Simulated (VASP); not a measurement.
Wanted: the native input for a VASP 6.6.1 run.

* Task: single point
* Functional: PBEsol
* Potentials or basis: VASP PAW PBE potentials, release 64 (Ti_sv, Al)
* Cutoff: 520 eV
* k mesh: 11 × 11 × 6
* Occupations: fermi-dirac, width 0.05 eV
* Spin: no spin polarisation
* Dipole correction: no
* Further INCAR settings: ALGO = Fast; EDIFF = 1e-07; NBANDS = 14

The structure of TiAl lies in POSCAR:

```
TiAl
1.0
    2.7024393902      0.0000000000      0.0000000000
   -1.3512196951      2.3403811641      0.0000000000
    0.0000000000      0.0000000000      4.4581383667
Ti Al
1 1
Direct
    0.0000000000      0.0000000000      0.0000000000
    0.3333333333      0.6666666667      0.5000000000
```

These files were run (other wordings do the same):

INCAR

```
SYSTEM = TiAl
PREC = Accurate ; ENCUT = 520
EDIFF = 1E-7 ; ISMEAR = -1
SIGMA = 0.05 ; LREAL = .False.
LASPH = .True. ; NELM = 100
ALGO = Fast ; ISIF = 2
LWAVE = .False. ; LCHARG = .False.
GGA = PS ; NBANDS = 14
```

KPOINTS

```
regular mesh
0
Gamma
  11 11 6
  0 0 0
```

Potentials or basis: VASP PAW PBE potentials, release 64 (Ti_sv, Al).

Run with:

```sh
$ cat potpaw_PBE.64/Ti_sv/POTCAR potpaw_PBE.64/Al/POTCAR > POTCAR
$ mpirun -np 1 vasp_std > vasp.out
```

Results of the run:

```
Pressure : 19.9 GPa
```

Caveat: the PAW data sets were made with another functional, which shifts forces and pressure a little.

Run time: 90 s on 1 thread of AMD EPYC 7R43 64-Core Processor (Zen 3) (shared host), peak memory 0.12 GiB.
